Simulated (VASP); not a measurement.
Here is a VASP 6.6.1 calculation.

INCAR

```
PREC = Accurate ; ENCUT = 600
EDIFF = 1E-6 ; ISMEAR = 1
SIGMA = 0.15 ; LREAL = False
LASPH = True ; NELM = 120
ALGO = Normal ; ISIF = 2
LWAVE = False ; LCHARG = False
GGA = PE ; NBANDS = 16
GGA_COMPAT = False
```

File KPOINTS:

```
Automatic mesh
0
Gamma
  11 11 11
```

Contents of POSCAR:

```
ZrN
1.0
    0.0000000000      2.3076412521      2.3076412521
    2.3076412521      0.0000000000      2.3076412521
    2.3076412521      2.3076412521      0.0000000000
Zr N
1 1
Direct
    0.5000000000      0.5000000000      0.5000000000
    0.0000000000      0.0000000000      0.0000000000
```

Potentials or basis: VASP PAW PBE potentials, release 64 (Zr_sv, N).

Launch:

```console
$ cat potpaw_PBE.64/Zr_sv/POTCAR potpaw_PBE.64/N/POTCAR > POTCAR
$ mpirun -np 1 vasp_std > vasp.out
```

**Question.** Predict the band gap on the k mesh.

**Answer.** Zero (an odd number of electrons rules out a gap without spin polarisation).

**Question.** Estimate the pressure.

**Answer.** -3.1 GPa.

Caveat: the cell stands under tension.
